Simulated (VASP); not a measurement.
# Ni (Fd-3m) in VASP: single point with PBE

Aim: the single point of Ni with PBE.

Program: VASP 6.6.1. These are calculated values, not measurements. Logs are shortened: lines on timing, memory, paths and dates and some standing lists are left out, and cuts for length are marked.

**1. The cell of the first run**

Symmetry: Fd-3m, No. 227, cubic system. The conventional cell has a = 3.762 Å, b = 3.762 Å, c = 3.762 Å, α = 90.00°, β = 90.00°, γ = 90.00°. Within 2.2 Å of Ni (site symmetry -43m) lie 4 Ni at 1.63 Å.

This isn't the form of Ni at room conditions, which is fcc.

**2. Single point, PBE, collinear spin, ferromagnetic start (6.65 Å³/atom)**

Input file POSCAR:

```
Ni
1.0
    0.0000000000      1.8807866981      1.8807866981
    1.8807866981      0.0000000000      1.8807866981
    1.8807866981      1.8807866981      0.0000000000
Ni
2
Direct
   -0.1250000000     -0.1250000000     -0.1250000000
    0.1250000000      0.1250000000      0.1250000000
```

Input file INCAR.step1:

```
ALGO = Normal ; EDIFF = 1E-6
ENCUT = 520 ; GGA = PE
ISIF = 2 ; ISMEAR = -1
ISPIN = 2 ; LASPH = T
LCHARG = T ; LMAXMIX = 4
LREAL = F ; LWAVE = F
MAGMOM = 1 1 ; NBANDS = 21
NELM = 150 ; PREC = Accurate
SIGMA = 0.1
```

Input file KPOINTS.step1:

```
k-points
0
Gamma
  14 14 14
```

Input file INCAR.step2:

```
ALGO = Normal ; EDIFF = 1E-6
ENCUT = 520 ; GGA = PE
ICHARG = 11 ; ISIF = 2
ISMEAR = -5 ; ISPIN = 2
LASPH = T ; LCHARG = F
LMAXMIX = 4 ; LORBIT = 11
LREAL = F ; LWAVE = F
MAGMOM = 1 1 ; NBANDS = 21
NEDOS = 1001 ; NELM = 150
PREC = Accurate ; SIGMA = 0.1
```

Input file KPOINTS.step2:

```
k-points
0
Gamma
  21 21 21
```

Potentials or basis: VASP PAW PBE potentials, release 64 (Ni).

Launch:

```
cat potpaw_PBE.64/Ni/POTCAR > POTCAR
cp INCAR.step1 INCAR
cp KPOINTS.step1 KPOINTS
mpirun -np 1 vasp_std > vasp.out
cp INCAR.step2 INCAR
cp KPOINTS.step2 KPOINTS
mpirun -np 1 vasp_std > vasp.out
```

OUTCAR:

```text
EDIFF = 1E-6
   ENCUT = 520
   GGA = PE
   ICHARG = 11
   ISIF = 2
   ISMEAR = -5
   ISPIN = 2
   LASPH = T
   LORBIT = 11
   LREAL = F
   NELM = 150
   PREC = Accurate

 ion  position               nearest neighbor table
   1  0.875  0.875  0.875-   2 1.63   2 1.63   2 1.63   2 1.63
   2  0.125  0.125  0.125-   1 1.63   1 1.63   1 1.63   1 1.63

  LATTYP: Found a face centered cubic cell.
 ALAT       =     3.7615733962

  Lattice vectors:

 A1 = (   0.0000000000,   1.8807866981,   1.8807866981)
 A2 = (   1.8807866981,   0.0000000000,   1.8807866981)
 A3 = (   1.8807866981,   1.8807866981,   0.0000000000)

Analysis of symmetry for initial positions (statically):
=====================================================================
 Subroutine PRICEL returns:
 Original cell was already a primitive cell.

 Routine SETGRP: Setting up the symmetry group for a
 face centered cubic supercell.

 Subroutine GETGRP returns: Found 48 space group operations
 (whereof 12 operations were pure point group operations)
 out of a pool of 48 trial point group operations.

The static configuration has the point symmetry D_3d.
 The point group associated with its full space group is O_h .

Analysis of symmetry for dynamics (positions and initial velocities):
=====================================================================
 Subroutine PRICEL returns:
 Original cell was already a primitive cell.

 Routine SETGRP: Setting up the symmetry group for a
 face centered cubic supercell.

 Subroutine GETGRP returns: Found 48 space group operations
 (whereof 12 operations were pure point group operations)
 out of a pool of 48 trial point group operations.

The dynamic configuration has the point symmetry D_3d.
 The point group associated with its full space group is O_h .

Analysis of structural, dynamic, and magnetic symmetry:
=====================================================================
 Subroutine PRICEL returns:
 Original cell was already a primitive cell.

 Routine SETGRP: Setting up the symmetry group for a
 face centered cubic supercell.

 Subroutine GETGRP returns: Found 48 space group operations
 (whereof 12 operations were pure point group operations)
 out of a pool of 48 trial point group operations.

The overall configuration has the point symmetry D_3d.
 The point group associated with its full space group is O_h .

 Subroutine INISYM returns: Found 48 space group operations
 (whereof 12 operations are pure point group operations),
 and found     1 'primitive' translations

----------------------------------------------------------------------------------------

                                     Primitive cell

  volume of cell :      13.3060

  direct lattice vectors                    reciprocal lattice vectors
     0.000000000  1.880786698  1.880786698    -0.265846202  0.265846202  0.265846202
     1.880786698  0.000000000  1.880786698     0.265846202 -0.265846202  0.265846202
     1.880786698  1.880786698  0.000000000     0.265846202  0.265846202 -0.265846202

  length of vectors
     2.659834056  2.659834056  2.659834056     0.460459128  0.460459128  0.460459128

  position of ions in fractional coordinates (direct lattice)
     0.875000000  0.875000000  0.875000000
     0.125000000  0.125000000  0.125000000

  ion indices of the primitive-cell ions
   primitive index   ion index
                 1           1
                 2           2

----------------------------------------------------------------------------------------

 KPOINTS: k-points

Automatic generation of k-mesh.
 Grid dimensions read from file:
 generate k-points for:   21   21   21

 Generating k-lattice:

  Cartesian coordinates                     Fractional coordinates (reciprocal lattice)
    -0.012659343  0.012659343  0.012659343     0.047619048  0.000000000  0.000000000
     0.012659343 -0.012659343  0.012659343     0.000000000  0.047619048  0.000000000
     0.012659343  0.012659343 -0.012659343     0.000000000  0.000000000  0.047619048

  Length of vectors
     0.021926625  0.021926625  0.021926625

  Shift w.r.t. Gamma in fractional coordinates (k-lattice)
     0.000000000  0.000000000  0.000000000

 TETIRR: Found   1276 inequivalent tetrahedra from    55566

 Subroutine IBZKPT returns following result:
 ===========================================

 Found    286 irreducible k-points:

 Following reciprocal coordinates:
            Coordinates               Weight
  0.000000  0.000000  0.000000      1.000000
  0.047619  0.000000  0.000000      8.000000
  0.095238  0.000000  0.000000      8.000000
  0.142857  0.000000  0.000000      8.000000
  0.190476  0.000000  0.000000      8.000000
  0.238095  0.000000  0.000000      8.000000
[... 16 lines left out ...]
 -0.428571  0.047619  0.000000     24.000000
 -0.380952  0.047619  0.000000     24.000000
 [... further k-points ...]
   k-points           NKPTS =    286   k-points in BZ     NKDIM =    286   number of bands    NBANDS=     21
   number of dos      NEDOS =   1001   number of ions     NIONS =      2
   total plane-waves  NPLWV =   8000
   dimension x,y,z NGX =    20 NGY =   20 NGZ =   20
   dimension x,y,z NGXF=    40 NGYF=   40 NGZF=   40
   ions per type =               2
   NGX,Y,Z   is equivalent  to a cutoff of  12.50, 12.50, 12.50 a.u.
   NGXF,Y,Z  is equivalent  to a cutoff of  25.00, 25.00, 25.00 a.u.
 SYSTEM =  unknown system
   PREC   = accura    normal or accurate (medium, high low for compatibility)
   ISTART =      0    job   : 0-new  1-cont  2-samecut
   ICHARG =     11    charge: 1-file 2-atom 10-const
   ISPIN  =      2    spin polarized calculation?
   LNONCOLLINEAR =      F non collinear calculations
   LSORBIT =      F    spin-orbit coupling
   LASPH  =      T    aspherical Exc in radial PAW
   ENCUT  =  520.0 eV  38.22 Ry    6.18 a.u.   4.95  4.95  4.95*2*pi/ulx,y,z
   NELM   =    150;   NELMIN=  2; NELMDL=  0     # of ELM steps
   EDIFF  = 0.1E-05   stopping-criterion for ELM
   LREAL  =      F    real-space projection
   EDIFFG = 0.1E-04   stopping-criterion for IOM
   NSW    =      0    number of steps for IOM
   IBRION =     -1    ionic relax: 0-MD 1-quasi-New 2-CG
   NFREE  =      0    steps in history (QN), initial steepest desc. (CG)
   ISIF   =      2    stress and relaxation
   ISYM   =      2    0-nonsym 1-usesym 2-fastsym
   POTIM  = 0.5000    time-step for ionic-motion
   TEBEG  =    0.0;   TEEND  =   0.0 temperature during run
   PSTRESS=    0.0 pullay stress
   NELECT =      20.0000    total number of electrons
   NUPDOWN=      -1.0000    fix difference up-down
   EMIN   =  10.00;   EMAX   =-10.00  energy-range for DOS
   EFERMI =   0.00;   METHOD = LEGACY
   ISMEAR =    -5;   SIGMA  =   0.10  broadening in eV -4-tet -1-fermi 0-gaus
   EFERMI_NEDOS =   21; number of points for ismear=-14 and -15
   IALGO  =     38    algorithm
   IMIX   =      4    mixing-type and parameters
     AMIX     =   0.40;   BMIX     =  1.00
     AMIX_MAG =   1.60;   BMIX_MAG =  1.00
  volume/ion in A,a.u.               =       6.65        44.90
  Fermi-wavevector in a.u.,A,eV,Ry     =   1.875291  3.543786 47.847820  3.516716
  Thomas-Fermi vector in A             =   2.920036
   LORBIT       =     11    0 simple, 1 ext, 2 COOP (PROOUT), +10 PAW based schemes
   GGA     = PE    functional components
   LHFCALC =     F    Hartree Fock is set to
   AEXX    =    0.0000 exact exchange contribution
   IVDW    =     0    specifies the selected vdW correction
   LEPSILON=     F    determine dielectric tensor
   LRPA    =     F    only Hartree local field effects (RPA)
 spin polarized calculation
 Fermi weights with tetrahedron method with Bloechl corrections
  energy-cutoff  :      520.00
  volume of cell :       13.31
 maximum number of plane-waves:       369

 number of electron      20.0000000 magnetization       0.0000997

 Free energy of the ion-electron system (eV)
  ---------------------------------------------------
  ext. energy  EPLUGINS =         0.00000000
  ---------------------------------------------------
  free energy    TOTEN  =         8.10667378 eV

  energy without entropy =        8.10667378  energy(sigma->0) =        8.10667378

 E-fermi :  19.6833     XC(G=0): -16.1020

 val. band max:       19.7130793500   @ k =  -0.3810   0.2857   0.0000
 cond. band min:      19.6926828580   @ k =   0.2381   0.0000   0.0000
 fundamental gap:     -0.0203964920
 Fermi energy:        19.6832781550

 spin component 1

 k-point     1 :       0.0000    0.0000    0.0000
  band No.  band energies     occupation
      1       6.7639      1.00000
      2      10.8524      1.00000
      3      10.8524      1.00000
      4      12.3255      1.00000
      5      12.3255      1.00000
      6      12.3255      1.00000
[... 13 lines left out ...]
     20      50.7402      0.00000
     21      50.7402      0.00000

 k-point     2 :       0.0476    0.0000    0.0000
  band No.  band energies     occupation
      1       6.8454      1.00000
      2      10.8110      1.00000
      3      10.8110      1.00000
      4      12.3276      1.00000
      5      12.3958      1.00000
      6      12.3958      1.00000
[... 13 lines left out ...]
     20      50.2693      0.00000
     21      50.2693      0.00000

 k-point     3 :       0.0952    0.0000    0.0000
  band No.  band energies     occupation
      1       7.0850      1.00000
      2      10.7159      1.00000
      3      10.7159      1.00000
      4      12.3403      1.00000
      5      12.5686      1.00000
      6      12.5686      1.00000
[... 13 lines left out ...]
     20      49.3511      0.00000
     21      49.3511      0.00000
[... 457 lines left out ...]
 k-point    23 :      -0.4286    0.0476    0.0000
  band No.  band energies     occupation
      1      10.3670      1.00000
      2      10.8162      1.00000
      3      10.9737      1.00000
      4      12.2304      1.00000
      5      12.4012      1.00000
      6      12.6378      1.00000
[... 13 lines left out ...]
     20      53.6734      0.00000
     21      57.9340      0.00000

 k-point    24 :      -0.3810    0.0476    0.0000
  band No.  band energies     occupation
      1      10.1208      1.00000
      2      10.6326      1.00000
      3      10.9314      1.00000
      4      12.3242      1.00000
      5      12.6477      1.00000
      6      12.8971      1.00000
[... 13 lines left out ...]
     20      52.9142      0.00000
     21      57.1089      0.00000

 [... further k-points ...]

 spin component 2

 k-point     1 :       0.0000    0.0000    0.0000
  band No.  band energies     occupation
      1       6.7639      1.00000
      2      10.8524      1.00000
      3      10.8524      1.00000
      4      12.3255      1.00000
      5      12.3255      1.00000
      6      12.3255      1.00000
[... 13 lines left out ...]
     20      50.7402      0.00000
     21      50.7402      0.00000

 k-point     2 :       0.0476    0.0000    0.0000
  band No.  band energies     occupation
      1       6.8454      1.00000
      2      10.8110      1.00000
      3      10.8110      1.00000
      4      12.3277      1.00000
      5      12.3958      1.00000
      6      12.3958      1.00000
[... 13 lines left out ...]
     20      50.2693      0.00000
     21      50.2693      0.00000

 k-point     3 :       0.0952    0.0000    0.0000
  band No.  band energies     occupation
      1       7.0850      1.00000
      2      10.7160      1.00000
      3      10.7160      1.00000
      4      12.3403      1.00000
      5      12.5686      1.00000
      6      12.5686      1.00000
[... 13 lines left out ...]
     20      49.3511      0.00000
     21      49.3511      0.00000
[... 457 lines left out ...]
 k-point    23 :      -0.4286    0.0476    0.0000
  band No.  band energies     occupation
      1      10.3670      1.00000
      2      10.8162      1.00000
      3      10.9738      1.00000
      4      12.2305      1.00000
      5      12.4013      1.00000
      6      12.6378      1.00000
[... 13 lines left out ...]
     20      53.6734      0.00000
     21      57.9341      0.00000

 k-point    24 :      -0.3810    0.0476    0.0000
  band No.  band energies     occupation
      1      10.1208      1.00000
      2      10.6327      1.00000
      3      10.9315      1.00000
      4      12.3242      1.00000
      5      12.6478      1.00000
      6      12.8971      1.00000
[... 13 lines left out ...]
     20      52.9142      0.00000
     21      57.1089      0.00000

 [... further k-points ...]
[... 5 lines left out ...]
  --------------------------------------------------------------------------------------
  -------------------------------------------------------------------------------------
  Total       48.2866439     48.2866439     48.2866439      0.0000000      0.0000000      0.0000000
  in kB     5814.1867147   5814.1867147   5814.1867147      0.0000000      0.0000000      0.0000000
  external PRESSURE =    5814.1867147 kB  Pullay stress =       0.0000000 kB

 VOLUME and BASIS-vectors are now :
 -----------------------------------------------------------------------------
  energy-cutoff  :      520.00
  volume of cell :       13.31
      direct lattice vectors                 reciprocal lattice vectors
     0.000000000  1.880786698  1.880786698    -0.265846202  0.265846202  0.265846202
     1.880786698  0.000000000  1.880786698     0.265846202 -0.265846202  0.265846202
     1.880786698  1.880786698  0.000000000     0.265846202  0.265846202 -0.265846202

 POSITION                                       TOTAL-FORCE (eV/Angst)
 -----------------------------------------------------------------------------------
      3.29138      3.29138      3.29138        -0.000000     -0.000000     -0.000000
      0.47020      0.47020      0.47020         0.000000      0.000000      0.000000
 -----------------------------------------------------------------------------------
    total drift:                                0.000000     -0.000000     -0.000000

  FREE ENERGIE OF THE ION-ELECTRON SYSTEM (eV)
  ---------------------------------------------------
  free  energy   TOTEN  =         8.1066737770 eV

  energy  without entropy=        8.1066737770  energy(sigma->0) =        8.10667378

 total charge

# of ion       s       p       d       tot
------------------------------------------
    1        0.906   1.155   9.339  11.400
    2        0.906   1.155   9.339  11.400
--------------------------------------------------
tot          1.813   2.311  18.677  22.801

 magnetization (x)

# of ion       s       p       d       tot
------------------------------------------
    1       -0.000  -0.000   0.000   0.000
    2       -0.000  -0.000   0.000   0.000
--------------------------------------------------
tot         -0.000  -0.000   0.000   0.000
```

It took 60 s on 1 thread of Intel Xeon 6975P-C (Granite Rapids), shared host; peak memory 0.22 GiB.

What came out:

| Property | Result |
| --- | --- |
| Net moment | 0.00 μB per cell |

Levels at points of the mesh, in eV from the Fermi level:
Spin up:
| k point | band 8 | band 9 | band 10 | band 11 | band 12 | band 13 |
| --- | --- | --- | --- | --- | --- | --- |
| (0.00, 0.00, 0.00) | -3.84 | -3.84 | 0.18 | 0.18 | 20.38 | 20.38 |
Spin down:
```
           k point  band 7  band 8  band 9  band 10  band 11  band 12  band 13  band 14
(0.00, 0.00, 0.00)   -3.83   -3.83   -3.83     0.18     0.18    20.38    20.38    20.38
```

Caveat: atoms lie so close that the PAW spheres overlap strongly, which falsifies energies and pressures; tetrahedron occupations give inexact forces and stress in metals.
